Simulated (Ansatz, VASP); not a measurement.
**BeS: VASP beside Ansatz**

The input INCAR:

```
SYSTEM = BeS
PREC = Accurate ; ENCUT = 520
EDIFF = 1E-7 ; ISMEAR = 0
SIGMA = 0.05 ; LREAL = .False.
LASPH = .True. ; NELM = 100
ALGO = Normal ; ISIF = 2
LWAVE = .False. ; LCHARG = .True.
GGA = PS ; LELF = .True.
LVHAR = .True. ; NBANDS = 11
```

Contents of KPOINTS:

```
Automatic mesh
0
Gamma
  10 10 10
  0 0 0
```

POSCAR

```
BeS
1.0
    0.0000000000      2.3141112394      2.3515000909
    2.3515000909      0.0000000000      2.3515000909
    2.3515000909      2.3141112394      0.0000000000
Be S
1 1
Direct
    0.0000000000      0.0000000000      0.0000000000
    0.7500000000      0.7500000000      0.7500000000
```

Input for Ansatz:

```yaml
crystal:
  lattice:
    - [0.0, 2.3141112394, 2.3515000909]
    - [2.3515000909, 0.0, 2.3515000909]
    - [2.3515000909, 2.3141112394, 0.0]
  atoms:
    - { symbol: Be, position: [0.0, 0.0, 0.0] }
    - { symbol: S, position: [0.75, 0.75, 0.75] }
basis:
  ecutwfc: 520.0
kpoints:
  mp_grid: { grid: [10, 10, 10] }
hamiltonian:
  xc: pbesol
scf:
  occupations: { method: gaussian, width: 0.05 }
output:
  forces: true
  stress: true
  eigenvalues: true
  write_density: true
  write_potential: true
  elf: true
  volumetric_format: npy
```

Alike in both runs: task single point; functional PBEsol; k mesh 10 × 10 × 10; occupations gaussian, width 0.05 eV; no spin polarisation.

|  | VASP | Ansatz |
| --- | --- | --- |
| version | VASP 6.6.1 | Ansatz 0.2.0 |
| potentials or method | VASP PAW PBE potentials, release 64 (Be, S), cutoff 520 eV | scalar-relativistic, plane waves, PAW |
| valence electrons in the cell | 8 | 8 |

|  | VASP | Ansatz | Ansatz less VASP |
| --- | --- | --- | --- |
| gap on the k mesh at the Fermi level (eV) | 2.50 | 2.50 | -0.004 |
| least direct gap on the mesh (eV) | 5.46 | 5.43 | -0.031 |
| pressure (GPa) | 12.0 | 11.9 | -0.18 |
| traceless stress, the component that is largest in VASP (GPa) | 1.03 | 1.03 | +0.006 |

VASP's potentials were made for PBE, not for PBEsol.
